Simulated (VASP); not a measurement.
# Ir (Fm-3m) in VASP: notebook, part 2 of 2

VASP 6.6.1. The steps go on from the part before.

**5. Single point, r2SCAN**

This run uses another cell than the first one, of 14.06 Å³/atom, 0.943 times its volume.

POSCAR reads:

```
Ir
1.0
    0.0000000000      1.9156000000      1.9156000000
    1.9156000000      0.0000000000      1.9156000000
    1.9156000000      1.9156000000      0.0000000000
Ir
1
Direct
    0.0000000000      0.0000000000      0.0000000000
```

INCAR.step1 reads:

```
  PREC = Accurate
  ENCUT = 520
  ISMEAR = -1
  SIGMA = 0.05
  LREAL = False
  LASPH = True
  NELM = 60
  NBANDS = 10
  GGA = PE
  ALGO = Normal
  EDIFF = 1E-4
  LWAVE = True
  LCHARG = False
```

INCAR.step2 reads:

```
  PREC = Accurate
  ENCUT = 520
  EDIFF = 1E-6
  ISMEAR = -1
  SIGMA = 0.05
  LREAL = False
  LASPH = True
  NELM = 60
  ALGO = Normal
  ISIF = 2
  LWAVE = False
  LCHARG = True
  METAGGA = R2SCAN
  LMIXTAU = True
  LELF = True
  LVHAR = True
  NBANDS = 10
  ISTART = 1
```

KPOINTS reads:

```
Automatic mesh
0
Gamma
  12 12 12
```

Potentials or basis: VASP PAW PBE potentials, release 64 (Ir).

Command:

```bash
> cat potpaw_PBE.64/Ir/POTCAR > POTCAR
> cp INCAR.step1 INCAR
> mpirun -np 1 vasp_std > vasp.out
> cp INCAR.step2 INCAR
> mpirun -np 1 vasp_std > vasp.out
```

OUTCAR:

```text
PREC = Accurate
   ENCUT = 520
   EDIFF = 1E-6
   ISMEAR = -1
   LREAL = False
   LASPH = True
   NELM = 60
   ISIF = 2
   METAGGA = R2SCAN
   ISTART = 1

 ion  position               nearest neighbor table
   1  0.000  0.000  0.000-

  LATTYP: Found a face centered cubic cell.
 ALAT       =     3.8312000000

  Lattice vectors:

 A1 = (   0.0000000000,   1.9156000000,   1.9156000000)
 A2 = (   1.9156000000,   0.0000000000,   1.9156000000)
 A3 = (   1.9156000000,   1.9156000000,   0.0000000000)

Analysis of symmetry for initial positions (statically):
[... 5 lines left out ...]
 face centered cubic supercell.

 Subroutine GETGRP returns: Found 48 space group operations
 (whereof 48 operations were pure point group operations)
 out of a pool of 48 trial point group operations.

The static configuration has the point symmetry O_h .

Analysis of symmetry for dynamics (positions and initial velocities):
[... 5 lines left out ...]
 face centered cubic supercell.

 Subroutine GETGRP returns: Found 48 space group operations
 (whereof 48 operations were pure point group operations)
 out of a pool of 48 trial point group operations.

The dynamic configuration has the point symmetry O_h .

 Subroutine INISYM returns: Found 48 space group operations
 (whereof 48 operations are pure point group operations),
 and found     1 'primitive' translations

----------------------------------------------------------------------------------------

                                     Primitive cell

  volume of cell :      14.0587

  direct lattice vectors                    reciprocal lattice vectors
     0.000000000  1.915600000  1.915600000    -0.261014826  0.261014826  0.261014826
     1.915600000  0.000000000  1.915600000     0.261014826 -0.261014826  0.261014826
     1.915600000  1.915600000  0.000000000     0.261014826  0.261014826 -0.261014826

  length of vectors
[... 88 lines left out ...]
   POTIM  = 0.5000    time-step for ionic-motion
   TEBEG  =    0.0;   TEEND  =   0.0 temperature during run
   PSTRESS=    0.0 pullay stress
   NELECT =       9.0000    total number of electrons
   NUPDOWN=      -1.0000    fix difference up-down
   EMIN   =  10.00;   EMAX   =-10.00  energy-range for DOS
[... 5 lines left out ...]
     AMIX     =   0.40;   BMIX     =  1.00
     AMIX_MAG =   1.60;   BMIX_MAG =  1.00
  volume/ion in A,a.u.               =      14.06        94.87
  Fermi-wavevector in a.u.,A,eV,Ry     =   1.410937  2.666284 27.085691  1.990742
  Thomas-Fermi vector in A             =   2.532839
   LORBIT       =      0    0 simple, 1 ext, 2 COOP (PROOUT), +10 PAW based schemes
   METAGGA = R2SCAN    functional components
   LHFCALC =     F    Hartree Fock is set to
   AEXX    =    0.0000 exact exchange contribution
   IVDW    =     0    specifies the selected vdW correction
   LEPSILON=     F    determine dielectric tensor
   LRPA    =     F    only Hartree local field effects (RPA)
 non-spin polarized calculation
  energy-cutoff  :      520.00
  volume of cell :       14.06
 maximum number of plane-waves:       388
   NGX =  9   NGY =  9   NGZ =  9

 number of electron       9.0000000 magnetization

 Free energy of the ion-electron system (eV)
  ---------------------------------------------------
  ext. energy  EPLUGINS =         0.00000000
  ---------------------------------------------------
  free energy    TOTEN  =       -52.38184530 eV

  energy without entropy =      -52.37725356  energy(sigma->0) =      -52.37954943

 E-fermi :  10.3195     XC(G=0): -15.3737

 val. band max:       10.3147559934   @ k =  -0.2500   0.0833   0.0000
 cond. band min:      10.3422881101   @ k =  -0.3333   0.3333   0.0000
 fundamental gap:      0.0275321166
 Fermi energy:        10.3194991654

 k-point     1 :       0.0000    0.0000    0.0000
  band No.  band energies     occupation
      1      -1.3137      2.00000
      2       6.2437      2.00000
      3       6.2437      2.00000
      4       6.2437      2.00000
      5       8.9862      2.00000
      6       8.9862      2.00000
      7      25.3796      0.00000
      8      31.2783      0.00000
      9      31.2783      0.00000
     10      31.2783      0.00000
[... 287 lines left out ...]
 k-point    24 :      -0.4167    0.1667    0.0000
  band No.  band energies     occupation
      1       2.7908      2.00000
      2       5.3020      2.00000
      3       6.9513      2.00000
      4       7.1881      2.00000
      5      10.7719      0.00024
      6      14.2892      0.00000
      7      17.9973      0.00000
      8      26.4562      0.00000
      9      28.7988      0.00000
     10      30.8945      0.00000

 [... further k-points ...]
[... 5 lines left out ...]
  --------------------------------------------------------------------------------------
  -------------------------------------------------------------------------------------
  Total        0.5386443      0.5386443      0.5386443      0.0000000     -0.0000000      0.0000000
  in kB       61.3858309     61.3858309     61.3858309      0.0000000     -0.0000000      0.0000000
  external PRESSURE =      61.3858309 kB  Pullay stress =       0.0000000 kB

 VOLUME and BASIS-vectors are now :
 -----------------------------------------------------------------------------
  energy-cutoff  :      520.00
  volume of cell :       14.06
      direct lattice vectors                 reciprocal lattice vectors
     0.000000000  1.915600000  1.915600000    -0.261014826  0.261014826  0.261014826
     1.915600000  0.000000000  1.915600000     0.261014826 -0.261014826  0.261014826
     1.915600000  1.915600000  0.000000000     0.261014826  0.261014826 -0.261014826

 POSITION                                       TOTAL-FORCE (eV/Angst)
 -----------------------------------------------------------------------------------
      0.00000      0.00000      0.00000         0.000000      0.000000     -0.000000
 -----------------------------------------------------------------------------------
    total drift:                                0.000000      0.000000      0.000000

  FREE ENERGIE OF THE ION-ELECTRON SYSTEM (eV)
  ---------------------------------------------------
  free  energy   TOTEN  =       -52.3818453031 eV

  energy  without entropy=      -52.3772535598  energy(sigma->0) =      -52.37954943
```

Run time: 22 s. Hardware: 1 thread of Intel Xeon Platinum 8559C (Emerald Rapids), shared host; peak memory 0.13 GiB.

What came out:

```
Free energy : -52.3818 eV
Pressure    : 6.1 GPa
```

Caveat: the PAW data sets were made with another functional, which shifts forces and pressure a little; spin-orbit coupling is left out, which moves the levels of the heavy elements.

**6. Overview**

```csv
level,potentials or basis,cell,gap on the mesh (eV),pressure (GPa)
LDA,"VASP PAW LDA potentials, release 64 (Ir)","a = 2.762 Å, angles 60.0°, 1 atom",none,-23.6
r2SCAN,"VASP PAW PBE potentials, release 64 (Ir)","a = 2.654 Å, angles 60.0°, 1 atom",none,35.8
r2SCAN,"VASP PAW PBE potentials, release 64 (Ir)","a = 2.672 Å, angles 60.0°, 1 atom",none,24.7
r2SCAN,"VASP PAW PBE potentials, release 64 (Ir)","a = 2.709 Å, angles 60.0°, 1 atom",none,6.1
```

Alike in all rows: task single point; no spin polarisation; k mesh 12 × 12 × 12; cutoff (eV) 520; smearing fermi-dirac 0.05 eV.

Caveats: spin-orbit coupling is left out, which moves the levels of the heavy elements; the PAW data sets were made with another functional, which shifts forces and pressure a little (some runs).

Absolute energies hang on the potentials; compare differences alone.
